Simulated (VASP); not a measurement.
# SrTlF3: single point with PBEsol

SrTlF3:

```
Tl Sr F
1.0
     4.68516    0.00000    0.00000
     0.00000    4.68516    0.00000
     0.00000    0.00000    4.68516
Tl Sr F
1 1 3
Direct
  0.00000 0.00000 0.00000
  0.50000 0.50000 0.50000
  0.50000 0.50000 0.00000
  0.50000 0.00000 0.50000
  0.00000 0.50000 0.50000
```

| Property | Result |
| --- | --- |
| Program | VASP 6.6.1 |
| Task | single point |
| Functional | PBEsol |
| Potentials or basis | VASP PAW PBE potentials, release 64 (Tl_d, Sr_sv, F) |
| Cutoff | 520 eV |
| k mesh | 4 × 4 × 4 |
| Occupations | fermi-dirac, width 0.03 eV |
| Spin | no spin polarisation |

* Pressure: 0.2 GPa
* Band gap on the k mesh: 4.31 eV, direct

Levels at points of the mesh, in eV from the valence-band top:
```tsv
k point	band 19	band 20	band 21	band 22	band 23	band 24	band 25	band 26
(0.00, 0.00, 0.00)	-0.66	-0.22	-0.22	-0.22	7.16	7.16	7.16	9.37
(0.50, 0.00, 0.00)	-0.71	-0.23	-0.23	0.00	4.31	6.72	6.72	9.50
(0.50, 0.50, 0.00)	-0.86	-0.33	-0.32	-0.24	5.30	5.30	6.77	9.96
(0.50, 0.50, 0.50)	-1.58	-0.34	-0.34	-0.34	6.04	6.04	6.04	11.15
```

It took 31 s on 1 thread of AMD EPYC 7R43 64-Core Processor (Zen 3) (shared host), peak memory 0.18 GiB.

Caveat: the PAW data sets were made with another functional, which shifts forces and pressure a little; spin-orbit coupling is left out, which moves the levels of the heavy elements. A k mesh can miss the band edges.
